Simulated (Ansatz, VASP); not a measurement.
One calculation of WSe, two programs

File POSCAR:

```
WSe
1.0
    3.5107168453      0.0000000000      0.0000000000
    0.0000000000      3.5107168453      0.0000000000
    0.0000000000      0.0000000000      3.5107168453
W Se
1 1
Direct
    0.0000000000      0.0000000000      0.0000000000
    0.5000000000      0.5000000000      0.5000000000
```

INCAR.step1

```
SYSTEM = WSe
  PREC = Accurate
  ENCUT = 600
  ISMEAR = 0
  SIGMA = 0.1
  LREAL = .FALSE.
  LASPH = .TRUE.
  NELM = 150
  ISPIN = 2
  MAGMOM = 1.84 -0.19
  LMAXMIX = 4
  GGA = PE
  ALGO = Normal
  EDIFF = 1E-4
  LWAVE = .TRUE.
  LCHARG = .FALSE.
```

INCAR.step2

```
SYSTEM = WSe
  PREC = Accurate
  ENCUT = 600
  EDIFF = 1E-6
  ISMEAR = 0
  SIGMA = 0.1
  LREAL = .FALSE.
  LASPH = .TRUE.
  NELM = 150
  ALGO = Normal
  ISIF = 3
  LWAVE = .FALSE.
  LCHARG = .FALSE.
  ISPIN = 2
  MAGMOM = 1.84 -0.19
  LORBIT = 11
  LMAXMIX = 4
  METAGGA = R2SCAN
  LMIXTAU = .TRUE.
  IBRION = 2
  NSW = 90
  EDIFFG = -0.04
  ISTART = 1
```

File KPOINTS:

```
Automatic mesh
0
G
  6 6 6
  0 0 0
```

Input for Ansatz:

```yaml
crystal:
  lattice:
    - [3.5107168453, 0.0, 0.0]
    - [0.0, 3.5107168453, 0.0]
    - [0.0, 0.0, 3.5107168453]
  atoms:
    - { symbol: W, position: [0.0, 0.0, 0.0], spin: 1.84 }
    - { symbol: Se, position: [0.5, 0.5, 0.5], spin: -0.19 }
basis:
  ecutwfc: 500
kpoints:
  mp_grid: { grid: [6, 6, 6] }
hamiltonian:
  xc: r2scan
scf:
  occupations: { method: gaussian, width: 0.1 }
  lower_state_search: "off"
output:
  forces: true
  stress: true
  eigenvalues: true
  populations: true
magnetization:
  spin_polarized: true
relax:
  adjacent_minimum: "off"
  f_tol: 0.04
  max_steps: 70
  cell: { stress_tol: 0.4 }
```

Alike in both runs: task relaxation of cell and atoms; functional r2SCAN; k mesh 6 × 6 × 6; occupations gaussian, width 0.1 eV; collinear spin.

|  | VASP | Ansatz |
| --- | --- | --- |
| version | VASP 6.6.1 | Ansatz 0.2.0 |
| potentials or method | VASP PAW PBE potentials, release 64 (W_sv, Se), cutoff 600 eV | scalar-relativistic, plane waves, PAW |
| valence electrons in the cell | 20 | 30 |

|  | VASP | Ansatz | Ansatz less VASP |
| --- | --- | --- | --- |
| gap on the k mesh at the Fermi level, each at its own relaxed structure (eV) | none | none | - |
| net moment per atom (μB) | 0.00 | 0.00 | 0.000 |
| relaxed volume (Å³/atom) | 15.39 | 15.34 | -0.046 |
| relaxed cell length with the largest relative difference (Å) | 3.134 | 3.131 | -0.0031 |

VASP's potentials were made for PBE, not for r2SCAN. A gap of «none» marks a metal or a gap that the smearing closes. VASP's potentials hold 20 valence electrons a cell and Ansatz's 30, so a difference there can come from the potentials and not from the codes. Ansatz's warnings: seeded moment not kept.

Spin-orbit coupling is off throughout. Noted on VASP's run: the volume moved by over 15 % at a fixed basis, so the end points are rough.
